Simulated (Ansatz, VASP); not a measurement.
Given: the input of a run of Ansatz 0.2.0 on CoO.

input.yaml

```yaml
crystal:
  lattice:
    - [0.0, 2.1315, 2.1315]
    - [2.1315, 0.0, 2.1315]
    - [2.1315, 2.1315, 0.0]
  atoms:
    - { symbol: Co, position: [0.0, 0.0, 0.0], spin: 2.0 }
    - { symbol: O, position: [0.5, 0.5, 0.5] }
kpoints:
  mp_grid: { grid: [11, 11, 11] }
scf:
  occupations: { method: gaussian, width: 0.022 }
hamiltonian:
  xc: pbe
  pseudopotentials: { kind: all_electron, lapw: { basis_error: 0.001 } }
magnetization:
  spin_polarized: true
output:
  forces: true
  stress: true
  eigenvalues: true
```

Potentials or basis: all-electron LAPW, scalar-relativistic.

Command:

```bash
$ ansatz run input.yaml --threads 2 --pin off --max-ram 6144MiB --backend cpu --events-out ev --progress --plain --runs-dir out
```

Problem. Set up the same calculation for VASP 6.6.1. Potentials there: VASP PAW PBE potentials, release 64 (Co, O).

Solution. As run (the cutoff follows the program's own potentials):

Contents of INCAR:

```
ALGO = Normal ; EDIFF = 1E-7
ENCUT = 520 ; GGA = PE
ISIF = 2 ; ISMEAR = 0
ISPIN = 2 ; LASPH = T
LCHARG = T ; LELF = T
LMAXMIX = 4 ; LORBIT = 11
LREAL = F ; LVHAR = T
LWAVE = F ; MAGMOM = 2 0
NBANDS = 18 ; NELM = 150
PREC = Accurate ; SIGMA = 0.022
```

File KPOINTS:

```
k-points
0
Gamma
  11 11 11
```

File POSCAR:

```
CoO
1.0
    0.0000000000      2.1315000000      2.1315000000
    2.1315000000      0.0000000000      2.1315000000
    2.1315000000      2.1315000000      0.0000000000
Co O
1 1
Direct
    0.0000000000      0.0000000000      0.0000000000
    0.5000000000      0.5000000000      0.5000000000
```

Potentials or basis: VASP PAW PBE potentials, release 64 (Co, O).

Command:

```sh
$ cat potpaw_PBE.64/Co/POTCAR potpaw_PBE.64/O/POTCAR > POTCAR
$ mpirun -np 1 vasp_std > vasp.out
```

Both were run:

|  | VASP | Ansatz | Ansatz less VASP |
| --- | --- | --- | --- |
| gap on the k mesh at the Fermi level (eV) | none | none | - |
| pressure (GPa) | -2.4 | -1.7 | +0.72 |
| net moment per atom (μB) | 1.46 | 1.49 | +0.027 |
| size of the moment on the site where the two differ most (μB) | 2.57 | 2.63 | +0.054 |

Site moments also hang on the region over which each program counts them. A gap of «none» marks a metal or a gap that the smearing closes. Ansatz ran all-electron here, and VASP with PAW potentials.
